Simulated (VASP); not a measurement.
BaTiO3:

```xyz
5
Lattice="2.8277 1.6326 2.3177 -2.8277 1.6326 2.3177 0.0000 -3.2651 2.3177" Properties=species:S:1:pos:R:3 pbc="T T T"
Ba    0.0000    0.0000    0.0000
Ti    0.0000    0.0000    3.5739
O     0.0000   -1.5996    4.5536
O    -1.3853    0.7998    4.5536
O     1.3853    0.7998    4.5536
```

```yaml
Program: VASP 6.6.1
Task: relaxation of cell and atoms
Functional: PBE
Potentials_or_basis: VASP PAW PBE potentials, release 64 (Ba_sv, Ti_sv, O)
Cutoff: 600 eV
k_mesh: 6 × 6 × 6
Occupations: gaussian, width 0.1 eV
Spin: collinear spin
Starting_moments: "[0.0, 1.0, 0.0, 0.0, 0.0] μB"
```

At the start: pressure 6.6 GPa; volume 12.84 Å³/atom.

Q: Where does the relaxation end?

A: Over 10 steps the energy falls by 12.5 meV/atom and the volume is 13.53 Å³/atom (+5.4 %); space group R3m (No. 160, to 0.1 Å) before and after; moment 0.00 μB per cell.

The path:
```tsv
step	energy change (eV)	largest force (eV/Å)	pressure (GPa)	volume (Å³)
1	0.0000	0.2097	6.63	64.20
2	0.0055	0.6020	-5.82	69.26
3	-0.0492	0.2643	0.10	66.59
4	-0.0492	0.2574	0.21	66.54
5	-0.0545	0.2009	0.19	66.78
6	-0.0610	0.1002	0.37	67.49
7	-0.0611	0.0972	0.32	67.40
8	-0.0617	0.0641	-0.62	67.86
9	-0.0619	0.0736	-0.35	67.72
10	-0.0627	0.0243	-0.07	67.65
```

Final structure:
```
Ba Ti O
1.0
     2.87359    1.65907    2.36501
    -2.87359    1.65907    2.36501
     0.00000   -3.31814    2.36501
Ba Ti O
1 1 3
Direct
  0.00389 0.00389 0.00389
  0.51973 0.51973 0.51973
  0.48883 0.48883 0.97743
  0.48883 0.97743 0.48883
  0.97743 0.48883 0.48883
```
